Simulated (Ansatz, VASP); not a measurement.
# Two plane-wave programs on Pt

File INCAR:

```
SYSTEM = Pt
PREC     = Accurate       ! precision mode
ENCUT    = 520            ! plane-wave cutoff, eV
EDIFF    = 1E-6           ! SCF threshold, eV
ISMEAR   = 0              ! smearing method
SIGMA    = 0.15           ! smearing width, eV
LREAL    = .FALSE.        ! projectors in reciprocal space
LASPH    = .TRUE.         ! aspherical terms in the spheres
NELM     = 80             ! most SCF steps
ALGO     = Fast           ! electronic algorithm
ISIF     = 2              ! what is computed and relaxed
LWAVE    = .FALSE.        ! write WAVECAR
LCHARG   = .FALSE.        ! write CHGCAR
GGA      = PE             ! functional
NBANDS   = 11             ! bands
```

Contents of KPOINTS:

```
Automatic mesh
0
G
  22 22 22
  0 0 0
```

The input POSCAR:

```
Pt
1.0
    0.0000000000      2.3469571009      1.4767054079
    2.3469571009      0.0000000000      1.4767054079
    2.3469571009      2.3469571009      0.0000000000
Pt
1
Direct
    0.0000000000      0.0000000000      0.0000000000
```

Input for Ansatz:

```yaml
crystal:
  lattice:
    - [0.0, 2.3469571009, 1.4767054079]
    - [2.3469571009, 0.0, 1.4767054079]
    - [2.3469571009, 2.3469571009, 0.0]
  atoms:
    - { symbol: Pt, position: [0.0, 0.0, 0.0] }
basis:
  ecutwfc: 420
kpoints:
  mp_grid: { grid: [22, 22, 22] }
hamiltonian:
  xc: pbe
  pseudopotentials: { kind: paw, azcp: { folder: soft_1 } }
scf:
  occupations: { method: gaussian, width: 0.15 }
output:
  forces: true
  stress: true
  eigenvalues: true
```

Alike in both runs: task single point; functional PBE; k mesh 22 × 22 × 22; occupations gaussian, width 0.15 eV; no spin polarisation.

|  | VASP | Ansatz |
| --- | --- | --- |
| version | VASP 6.6.1 | Ansatz 0.2.0 |
| potentials or method | VASP PAW PBE potentials, release 64 (Pt), cutoff 520 eV | scalar-relativistic, plane waves, PAW |
| valence electrons in the cell | 10 | 18 |

|  | VASP | Ansatz | Ansatz less VASP |
| --- | --- | --- | --- |
| gap on the k mesh at the Fermi level (eV) | none | none | - |
| pressure (GPa) | -7.1 | -6.7 | +0.42 |
| traceless stress, the component that is largest in VASP (GPa) | -6.29 | -6.37 | -0.082 |

A gap of «none» marks a metal or a gap that the smearing closes. The functional is the same, so the differences come from potentials, cutoffs and numerics. VASP's potentials hold 10 valence electrons a cell and Ansatz's 18, so a difference there can come from the potentials and not from the codes.

Neither program's run includes spin-orbit coupling.
